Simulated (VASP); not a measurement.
Wanted: the native input for a VASP 6.6.1 run.

```
Task                   : single point
Functional             : r2SCAN
Potentials or basis    : VASP PAW PBE potentials, release 64 (Si, C)
Cutoff                 : 520 eV
k mesh                 : 12 × 12 × 12
Occupations            : gaussian, width 0.05 eV
Spin                   : no spin polarisation
Dipole correction      : no
Further INCAR settings : ALGO = Normal; EDIFF = 1e-06; NBANDS = 11
```

The system is SiC.

```xyz
2
Lattice="-0.4711 1.9658 1.9658 1.9658 -0.4711 1.9658 1.9658 1.9658 -0.4711" Properties=species:S:1:pos:R:3 pbc="T T T"
Si    0.0000    0.0000    0.0000
C     2.5953    2.5953    2.5953
```

This cell differs from its parent crystal: ratio of the length along [111] to the lengths across it x 0.71, volume and fractional coordinates fixed.

These files were run (other wordings do the same):

POSCAR

```
SiC
1.0
   -0.4711365843      1.9657767828      1.9657767828
    1.9657767828     -0.4711365843      1.9657767828
    1.9657767828      1.9657767828     -0.4711365843
Si C
1 1
Direct
    0.0000000000      0.0000000000      0.0000000000
    0.7500000000      0.7500000000      0.7500000000
```

INCAR.step1

```
SYSTEM = SiC
ALGO = Normal
EDIFF = 1E-4
ENCUT = 520
GGA = PE
ISMEAR = 0
LASPH = .TRUE.
LCHARG = .FALSE.
LREAL = .FALSE.
LWAVE = .TRUE.
NBANDS = 11
NELM = 60
PREC = Accurate
SIGMA = 0.05
```

INCAR.step2

```
SYSTEM = SiC
ALGO = Normal
EDIFF = 1E-6
ENCUT = 520
ISIF = 2
ISMEAR = 0
ISTART = 1
LASPH = .TRUE.
LCHARG = .TRUE.
LELF = .TRUE.
LMIXTAU = .TRUE.
LREAL = .FALSE.
LVHAR = .TRUE.
LWAVE = .FALSE.
METAGGA = R2SCAN
NBANDS = 11
NELM = 60
PREC = Accurate
SIGMA = 0.05
```

KPOINTS

```
k-points
0
G
  12 12 12
  0 0 0
```

Potentials or basis: VASP PAW PBE potentials, release 64 (Si, C).

The run is started by

```console
$ cat potpaw_PBE.64/Si/POTCAR potpaw_PBE.64/C/POTCAR > POTCAR
$ cp INCAR.step1 INCAR
$ mpirun -np 1 vasp_std > vasp.out
$ cp INCAR.step2 INCAR
$ mpirun -np 1 vasp_std > vasp.out
```

Results of the run:

- Pressure: 45.4 GPa
- Largest force: 12.438 eV/Å
- Band gap on the k mesh: 0.44 eV, indirect (least direct gap 1.36 eV)

Caveat: the PAW data sets were made with another functional, which shifts forces and pressure a little.

It took 100 s on 1 thread of AMD EPYC 9R14 (Zen 4) (shared host), peak memory 0.14 GiB.
